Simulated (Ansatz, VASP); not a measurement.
## Two plane-wave programs on Rb

```
CELL_PARAMETERS angstrom
-2.68596 2.68596 2.68596
2.68596 -2.68596 2.68596
2.68596 2.68596 -2.68596
ATOMIC_POSITIONS crystal
Rb 0.00000 0.00000 0.00000
```

Alike in both runs: task single point; functional LDA; k mesh 4 × 4 × 4; occupations fermi-dirac, width 0.1 eV; no spin polarisation.

|  | VASP | Ansatz |
| --- | --- | --- |
| version | VASP 6.6.1 | Ansatz 0.2.0 |
| potentials or method | VASP PAW LDA potentials, release 64 (Rb_sv), cutoff 520 eV | plane waves (420 eV) with PAW, scalar-relativistic |
| valence electrons in the cell | 9 | 9 |

```csv
,VASP,Ansatz,Ansatz less VASP
pressure (GPa),0.1,0.1,0.00
```

Ansatz warns that its potentials were made for another functional, while VASP's fit it. LDA's correlation is that of Perdew and Zunger in VASP and of Perdew and Wang (1992) in Ansatz.

The k mesh is coarse, so the values compare programs but aren't converged.
